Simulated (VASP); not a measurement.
# MgB2 (P6/mmm) in VASP: a series of runs

MgB2 is run at these levels: LDA; tasks: electric field gradients.

All numbers are computed with VASP 6.6.1; they aren't measurements. Logs are shortened: lines on timing, memory, paths and dates and some standing lists are left out, and cuts for length are marked.

### Step 1. The cell of the first run

It takes space group P6/mmm (No. 191, hexagonal). Conventional cell: a = 3.022 Å, b = 3.022 Å, c = 3.451 Å, α = 90.00°, β = 90.00°, γ = 120.00°. Mg (site symmetry 6/mmm) has 12 B at 2.45 Å and 6 Mg at 3.02 Å within 3.2 Å. B (site symmetry -6m2) has 3 B at 1.74 Å within 2.3 Å.

### Step 2. Electric field gradients, LDA (volume scaled by 0.94)

The input, INCAR:

```
SYSTEM = MgB2
PREC     = Accurate       ! precision mode
ENCUT    = 520            ! plane-wave cutoff, eV
EDIFF    = 1E-8           ! SCF threshold, eV
ISMEAR   = -1             ! smearing method
SIGMA    = 0.05           ! smearing width, eV
LREAL    = .False.        ! projectors in reciprocal space
LASPH    = .True.         ! aspherical terms in the spheres
NELM     = 60             ! most SCF steps
ALGO     = Normal         ! electronic algorithm
ISIF     = 2              ! what is computed and relaxed
LWAVE    = .False.        ! write WAVECAR
LCHARG   = .False.        ! write CHGCAR
GGA      = CA             ! functional
LEFG     = .True.       
NBANDS   = 11             ! bands
```

The input, KPOINTS:

```
regular mesh
0
Gamma
  12 12 9
  0 0 0
```

The input, POSCAR:

```
MgB2
1.0
    3.0220238365      0.0000000000      0.0000000000
   -1.5110119183      2.6171494133      0.0000000000
    0.0000000000      0.0000000000      3.4510818610
Mg B
1 2
Direct
    0.0000000000      0.0000000000      0.0000000000
    0.3333333333      0.6666666667      0.5000000000
    0.6666666667      0.3333333333      0.5000000000
```

Potentials or basis: VASP PAW LDA potentials, release 64 (Mg, B).

Command:

```bash
$ cat potpaw_LDA.64/Mg/POTCAR potpaw_LDA.64/B/POTCAR > POTCAR
$ mpirun -np 1 vasp_std > vasp.out
```

OUTCAR:

```text
SYSTEM = MgB2
   PREC = Accurate
   ENCUT = 520
   EDIFF = 1E-8
   ISMEAR = -1
   LREAL = .False.
   LASPH = .True.
   NELM = 60
   ISIF = 2
   GGA = CA

 ion  position               nearest neighbor table
   1  0.000  0.000  0.000-   2 2.45   3 2.45   2 2.45   3 2.45   3 2.45   3 2.45   2 2.45   2 2.45
                             3 2.45   3 2.45   2 2.45   2 2.45
   2  0.333  0.667  0.500-   3 1.74   3 1.74   3 1.74   1 2.45   1 2.45   1 2.45   1 2.45   1 2.45
                             1 2.45
   3  0.667  0.333  0.500-   2 1.74   2 1.74   2 1.74   1 2.45   1 2.45   1 2.45   1 2.45   1 2.45
                             1 2.45

  LATTYP: Found a hexagonal cell.
 ALAT       =     3.0220238365
 C/A-ratio  =     1.1419770484

  Lattice vectors:

 A1 = (   3.0220238365,   0.0000000000,   0.0000000000)
 A2 = (  -1.5110119183,   2.6171494133,   0.0000000000)
 A3 = (   0.0000000000,   0.0000000000,   3.4510818610)

Analysis of symmetry for initial positions (statically):
=====================================================================
 Subroutine PRICEL returns:
 Original cell was already a primitive cell.

 Routine SETGRP: Setting up the symmetry group for a
 hexagonal supercell.

 Subroutine GETGRP returns: Found 24 space group operations
 (whereof 24 operations were pure point group operations)
 out of a pool of 24 trial point group operations.

The static configuration has the point symmetry D_6h.

Analysis of symmetry for dynamics (positions and initial velocities):
=====================================================================
 Subroutine PRICEL returns:
 Original cell was already a primitive cell.

 Routine SETGRP: Setting up the symmetry group for a
 hexagonal supercell.

 Subroutine GETGRP returns: Found 24 space group operations
 (whereof 24 operations were pure point group operations)
 out of a pool of 24 trial point group operations.

The dynamic configuration has the point symmetry D_6h.

 Subroutine INISYM returns: Found 24 space group operations
 (whereof 24 operations are pure point group operations),
 and found     1 'primitive' translations

----------------------------------------------------------------------------------------

                                     Primitive cell

  volume of cell :      27.2949

  direct lattice vectors                    reciprocal lattice vectors
     3.022023836  0.000000000  0.000000000     0.330904074  0.191047556  0.000000000
    -1.511011918  2.617149413  0.000000000     0.000000000  0.382095113  0.000000000
     0.000000000  0.000000000  3.451081861     0.000000000  0.000000000  0.289764207

  length of vectors
     3.022023836  3.022023837  3.451081861     0.382095113  0.382095113  0.289764207

  position of ions in fractional coordinates (direct lattice)
     0.000000000  0.000000000  0.000000000
     0.333333333  0.666666667  0.500000000
     0.666666667  0.333333333  0.500000000

  ion indices of the primitive-cell ions
   primitive index   ion index
                 1           1
                 2           2
                 3           3

----------------------------------------------------------------------------------------

 KPOINTS: regular mesh

Automatic generation of k-mesh.
 Grid dimensions read from file:
 generate k-points for:   12   12    9

 Generating k-lattice:

  Cartesian coordinates                     Fractional coordinates (reciprocal lattice)
     0.027575340  0.015920630  0.000000000     0.083333333  0.000000000  0.000000000
     0.000000000  0.031841259  0.000000000     0.000000000  0.083333333  0.000000000
     0.000000000  0.000000000  0.032196023     0.000000000  0.000000000  0.111111111

  Length of vectors
     0.031841259  0.031841259  0.032196023

  Shift w.r.t. Gamma in fractional coordinates (k-lattice)
     0.000000000  0.000000000  0.000000000

 Subroutine IBZKPT returns following result:
 ===========================================

 Found     95 irreducible k-points:

 Following reciprocal coordinates:
            Coordinates               Weight
  0.000000  0.000000  0.000000      1.000000
  0.083333  0.000000  0.000000      6.000000
  0.166667  0.000000  0.000000      6.000000
  0.250000  0.000000  0.000000      6.000000
  0.333333  0.000000  0.000000      6.000000
  0.416667  0.000000  0.000000      6.000000
[... 16 lines left out ...]
  0.250000  0.000000  0.111111     12.000000
  0.333333  0.000000  0.111111     12.000000
 [... further k-points ...]
   k-points           NKPTS =     95   k-points in BZ     NKDIM =     95   number of bands    NBANDS=     11
   number of dos      NEDOS =    301   number of ions     NIONS =      3
   total plane-waves  NPLWV =  16128
   dimension x,y,z NGX =    24 NGY =   24 NGZ =   28
   dimension x,y,z NGXF=    48 NGYF=   48 NGZF=   56
   ions per type =               1   2
   NGX,Y,Z   is equivalent  to a cutoff of  13.20, 13.20, 13.49 a.u.
   NGXF,Y,Z  is equivalent  to a cutoff of  26.41, 26.41, 26.98 a.u.
 SYSTEM =  MgB2
   PREC   = accura    normal or accurate (medium, high low for compatibility)
   ISTART =      0    job   : 0-new  1-cont  2-samecut
   ICHARG =      2    charge: 1-file 2-atom 10-const
   ISPIN  =      1    spin polarized calculation?
   LNONCOLLINEAR =      F non collinear calculations
   LSORBIT =      F    spin-orbit coupling
   LASPH  =      T    aspherical Exc in radial PAW
   ENCUT  =  520.0 eV  38.22 Ry    6.18 a.u.   5.62  5.62  6.42*2*pi/ulx,y,z
   NELM   =     60;   NELMIN=  2; NELMDL= -5     # of ELM steps
   EDIFF  = 0.1E-07   stopping-criterion for ELM
   LREAL  =      F    real-space projection
   EDIFFG = 0.1E-06   stopping-criterion for IOM
   NSW    =      0    number of steps for IOM
   IBRION =     -1    ionic relax: 0-MD 1-quasi-New 2-CG
   NFREE  =      0    steps in history (QN), initial steepest desc. (CG)
   ISIF   =      2    stress and relaxation
   ISYM   =      2    0-nonsym 1-usesym 2-fastsym
   POTIM  = 0.5000    time-step for ionic-motion
   TEBEG  =    0.0;   TEEND  =   0.0 temperature during run
   PSTRESS=    0.0 pullay stress
   NELECT =       8.0000    total number of electrons
   NUPDOWN=      -1.0000    fix difference up-down
   EMIN   =  10.00;   EMAX   =-10.00  energy-range for DOS
   EFERMI =   0.00;   METHOD = LEGACY
   ISMEAR =    -1;   SIGMA  =   0.05  broadening in eV -4-tet -1-fermi 0-gaus
   EFERMI_NEDOS =   21; number of points for ismear=-14 and -15
   IALGO  =     38    algorithm
   IMIX   =      4    mixing-type and parameters
     AMIX     =   0.40;   BMIX     =  1.00
     AMIX_MAG =   1.60;   BMIX_MAG =  1.00
  volume/ion in A,a.u.               =       9.10        61.40
  Fermi-wavevector in a.u.,A,eV,Ry     =   1.087454  2.054990 16.089657  1.182556
  Thomas-Fermi vector in A             =   2.223614
   LORBIT       =      0    0 simple, 1 ext, 2 COOP (PROOUT), +10 PAW based schemes
   GGA     = CA    functional components
   LHFCALC =     F    Hartree Fock is set to
   AEXX    =    0.0000 exact exchange contribution
   IVDW    =     0    specifies the selected vdW correction
   LEPSILON=     F    determine dielectric tensor
   LRPA    =     F    only Hartree local field effects (RPA)
 non-spin polarized calculation
  energy-cutoff  :      520.00
  volume of cell :       27.29
 maximum number of plane-waves:       752
 NGX is ok and might be reduce to    24
   NGX = 11   NGY = 11   NGZ = 13

 number of electron       8.0000000 magnetization

 Free energy of the ion-electron system (eV)
  ---------------------------------------------------
  ext. energy  EPLUGINS =         0.00000000
  ---------------------------------------------------
  free energy    TOTEN  =       -17.29204505 eV

  energy without entropy =      -17.28770422  energy(sigma->0) =      -17.28987463

 E-fermi :   5.6292     XC(G=0): -11.3428

 val. band max:        5.6210760338   @ k =   0.0833   0.0000   0.2222
 cond. band min:       5.6413598940   @ k =   0.2500   0.2500   0.4444
 fundamental gap:      0.0202838602
 Fermi energy:         5.6292404792

 k-point     1 :       0.0000    0.0000    0.0000
  band No.  band energies     occupation
      1      -6.9983      2.00000
      2       2.6095      2.00000
      3       6.0538      0.00041
      4       6.0538      0.00041
      5       7.4698      0.00000
      6      12.2014      0.00000
      7      12.2014      0.00000
      8      14.5615      0.00000
      9      16.0222      0.00000
     10      18.8804      0.00000
     11      22.2373      0.00000

 k-point     2 :       0.0833    0.0000    0.0000
  band No.  band energies     occupation
      1      -6.8737      2.00000
      2       2.7309      2.00000
      3       5.4430      1.95287
      4       5.7571      0.14397
      5       7.5737      0.00000
      6      12.1573      0.00000
      7      12.7518      0.00000
      8      14.7635      0.00000
      9      15.5744      0.00000
     10      19.4781      0.00000
     11      21.7496      0.00000

 k-point     3 :       0.1667    0.0000    0.0000
  band No.  band energies     occupation
      1      -6.5016      2.00000
      2       3.0923      2.00000
      3       3.9981      2.00000
      4       5.1052      1.99994
      5       7.9017      0.00000
      6      11.8535      0.00000
      7      14.1538      0.00000
      8      14.3763      0.00000
      9      15.2370      0.00000
     10      20.9184      0.00000
     11      21.0005      0.00000
[... 267 lines left out ...]
 k-point    23 :       0.2500    0.0000    0.1111
  band No.  band energies     occupation
      1      -5.7798      2.00000
      2       2.3151      2.00000
      3       2.9194      2.00000
      4       4.4599      2.00000
      5       9.3638      0.00000
      6      11.4395      0.00000
      7      12.1902      0.00000
      8      16.0392      0.00000
      9      16.0786      0.00000
     10      19.2528      0.00000
     11      19.2995      0.00000

 k-point    24 :       0.3333    0.0000    0.1111
  band No.  band energies     occupation
      1      -4.9342      2.00000
      2       0.5849      2.00000
      3       3.7229      2.00000
      4       3.9111      2.00000
      5       9.5682      0.00000
      6      10.4970      0.00000
      7      11.5473      0.00000
      8      15.4771      0.00000
      9      18.0169      0.00000
     10      18.7983      0.00000
     11      18.8879      0.00000

 [... further k-points ...]
[... 5 lines left out ...]
  --------------------------------------------------------------------------------------
  -------------------------------------------------------------------------------------
  Total        0.3883922      0.3883922     -0.1242482     -0.0000000     -0.0000000     -0.0000000
  in kB       22.7981403     22.7981403     -7.2932167     -0.0000000     -0.0000000     -0.0000000
  external PRESSURE =      12.7676879 kB  Pullay stress =       0.0000000 kB

 VOLUME and BASIS-vectors are now :
 -----------------------------------------------------------------------------
  energy-cutoff  :      520.00
  volume of cell :       27.29
      direct lattice vectors                 reciprocal lattice vectors
     3.022023836  0.000000000  0.000000000     0.330904074  0.191047556  0.000000000
    -1.511011918  2.617149413  0.000000000     0.000000000  0.382095113  0.000000000
     0.000000000  0.000000000  3.451081861     0.000000000  0.000000000  0.289764207

 POSITION                                       TOTAL-FORCE (eV/Angst)
 -----------------------------------------------------------------------------------
      0.00000      0.00000      0.00000         0.000000      0.000000      0.000000
     -0.00000      1.74477      1.72554        -0.000000      0.000000      0.000000
      1.51101      0.87238      1.72554         0.000000     -0.000000      0.000000
 -----------------------------------------------------------------------------------
    total drift:                                0.000000     -0.000000      0.000000

  FREE ENERGIE OF THE ION-ELECTRON SYSTEM (eV)
  ---------------------------------------------------
  free  energy   TOTEN  =       -17.2920450491 eV

  energy  without entropy=      -17.2877042169  energy(sigma->0) =      -17.28987463

 Electric field gradients (V/A^2)
---------------------------------------------------------------------
 ion       V_xx      V_yy      V_zz      V_xy      V_xz      V_yz
---------------------------------------------------------------------
   1       0.225     0.225    -0.449     0.000    -0.000     0.000
   2     -10.202   -10.202    20.405    -0.000     0.000    -0.000
   3     -10.202   -10.202    20.405    -0.000     0.000     0.000
---------------------------------------------------------------------

 Electric field gradients after diagonalization (V/A^2)
 (convention: |V_zz| > |V_xx| > |V_yy|)
----------------------------------------------------------------------
 ion       V_xx      V_yy      V_zz     asymmetry (V_yy - V_xx)/ V_zz
----------------------------------------------------------------------
   1       0.225     0.225    -0.449       0.000
   2     -10.203   -10.202    20.405       0.000
   3     -10.203   -10.202    20.405       0.000
----------------------------------------------------------------------

           NMR quadrupolar parameters

 Cq : quadrupolar parameter    Cq=e*Q*V_zz/h
 eta: asymmetry parameters     (V_yy - V_xx)/ V_zz
 Q  : nuclear electric quadrupole moment in mb (millibarn)
----------------------------------------------------------------------
 ion       Cq(MHz)       eta       Q (mb)
----------------------------------------------------------------------
   1      -0.001       0.000       1.000
   2       0.049       0.000       1.000
   3       0.049       0.000       1.000
----------------------------------------------------------------------
```

It took 13 s on 1 thread of Intel Xeon Platinum 8488C (Sapphire Rapids), shared host; peak memory 0.15 GiB.

What came out:

- Free energy: -17.2920 eV
- Pressure: 1.3 GPa
- Band gap on the k mesh: zero (band 4 reaches 7.51 eV, above the bottom of band 5 at 3.65 eV)

Levels at points of the mesh, in eV from the Fermi level:
```csv
k point,band 2,band 3,band 4,band 5,band 6,band 7
"(0.00, 0.00, 0.00)",-3.02,0.42,0.42,1.84,6.57,6.57
"(0.50, 0.00, 0.00)",-8.00,-2.21,0.22,3.23,4.09,5.65
```

Electric field gradients, principal values (V/Å²):
| atom | least | middle | greatest (by size) |
| --- | --- | --- | --- |
| 1 Mg | 0.225 | 0.225 | -0.449 |
| 2 B | -10.202 | -10.203 | 20.405 |
| 3 B | -10.202 | -10.203 | 20.405 |

Caveat: without QUAD_EFG the Cq values of the log hold for a quadrupole moment of 1 mb, not for the nuclei.

### Step 3. Electric field gradients, LDA (volume scaled by 0.94)

The input, INCAR:

```
SYSTEM = MgB2
ALGO = Normal
EDIFF = 1E-8
ENCUT = 520
ISIF = 2
ISMEAR = -1
LASPH = .TRUE.
LCHARG = .FALSE.
LEFG = .TRUE.
LREAL = .FALSE.
LWAVE = .FALSE.
NBANDS = 11
NELM = 100
PREC = Accurate
SIGMA = 0.05
```

The input, KPOINTS:

```
k-points
0
G
  12 12 9
  0 0 0
```

POSCAR is that of step 2.

Potentials or basis: VASP PAW LDA potentials, release 64 (Mg, B).

Command:

```bash
$ cat potpaw_LDA.64/Mg/POTCAR potpaw_LDA.64/B/POTCAR > POTCAR
$ mpirun -np 1 vasp_std > vasp.out
```

OUTCAR:

```text
SYSTEM = MgB2
   EDIFF = 1E-8
   ENCUT = 520
   ISIF = 2
   ISMEAR = -1
   LASPH = .TRUE.
   LREAL = .FALSE.
   NELM = 100
   PREC = Accurate

 ion  position               nearest neighbor table
   1  0.000  0.000  0.000-   2 2.45   3 2.45   2 2.45   3 2.45   3 2.45   3 2.45   2 2.45   2 2.45
                             3 2.45   3 2.45   2 2.45   2 2.45
   2  0.333  0.667  0.500-   3 1.74   3 1.74   3 1.74   1 2.45   1 2.45   1 2.45   1 2.45   1 2.45
                             1 2.45
   3  0.667  0.333  0.500-   2 1.74   2 1.74   2 1.74   1 2.45   1 2.45   1 2.45   1 2.45   1 2.45
                             1 2.45

  LATTYP: Found a hexagonal cell.
 ALAT       =     3.0220238365
 C/A-ratio  =     1.1419770484

  Lattice vectors:

 A1 = (   3.0220238365,   0.0000000000,   0.0000000000)
 A2 = (  -1.5110119183,   2.6171494133,   0.0000000000)
 A3 = (   0.0000000000,   0.0000000000,   3.4510818610)

Analysis of symmetry for initial positions (statically):
=====================================================================
[... 538 lines left out ...]
 POSITION                                       TOTAL-FORCE (eV/Angst)
 -----------------------------------------------------------------------------------
      0.00000      0.00000      0.00000         0.000000      0.000000      0.000000
     -0.00000      1.74477      1.72554        -0.000000      0.000000      0.000000
      1.51101      0.87238      1.72554         0.000000     -0.000000      0.000000
 -----------------------------------------------------------------------------------
    total drift:                                0.000000     -0.000000      0.000000

  FREE ENERGIE OF THE ION-ELECTRON SYSTEM (eV)
  ---------------------------------------------------
  free  energy   TOTEN  =       -17.2920450491 eV

  energy  without entropy=      -17.2877042169  energy(sigma->0) =      -17.28987463

 Electric field gradients (V/A^2)
---------------------------------------------------------------------
 ion       V_xx      V_yy      V_zz      V_xy      V_xz      V_yz
---------------------------------------------------------------------
   1       0.225     0.225    -0.449     0.000    -0.000     0.000
   2     -10.202   -10.202    20.405    -0.000     0.000    -0.000
   3     -10.202   -10.202    20.405    -0.000     0.000     0.000
---------------------------------------------------------------------

 Electric field gradients after diagonalization (V/A^2)
 (convention: |V_zz| > |V_xx| > |V_yy|)
----------------------------------------------------------------------
 ion       V_xx      V_yy      V_zz     asymmetry (V_yy - V_xx)/ V_zz
----------------------------------------------------------------------
   1       0.225     0.225    -0.449       0.000
   2     -10.203   -10.202    20.405       0.000
   3     -10.203   -10.202    20.405       0.000
----------------------------------------------------------------------

           NMR quadrupolar parameters

 Cq : quadrupolar parameter    Cq=e*Q*V_zz/h
 eta: asymmetry parameters     (V_yy - V_xx)/ V_zz
 Q  : nuclear electric quadrupole moment in mb (millibarn)
----------------------------------------------------------------------
 ion       Cq(MHz)       eta       Q (mb)
----------------------------------------------------------------------
   1      -0.001       0.000       1.000
   2       0.049       0.000       1.000
   3       0.049       0.000       1.000
----------------------------------------------------------------------
```

It took 12 s on 1 thread of Intel Xeon Platinum 8488C (Sapphire Rapids), shared host; peak memory 0.15 GiB.

Results:

| Item | Value |
| --- | --- |
| Free energy | -17.2920 eV |
| Pressure | 1.3 GPa |
| Band gap on the k mesh | zero (band 4 reaches 7.51 eV, above the bottom of band 5 at 3.65 eV) |

Stress tensor (GPa, compression positive):
```
 2.28  0.00  0.00
 0.00  2.28  0.00
 0.00  0.00 -0.73
```

Electric field gradients, principal values (V/Å²):
| atom | least | middle | greatest (by size) |
| --- | --- | --- | --- |
| 1 Mg | 0.225 | 0.225 | -0.449 |
| 2 B | -10.202 | -10.203 | 20.405 |
| 3 B | -10.202 | -10.203 | 20.405 |

Caveat: without QUAD_EFG the Cq values of the log hold for a quadrupole moment of 1 mb, not for the nuclei.

(Continued in part 2 of 2.)
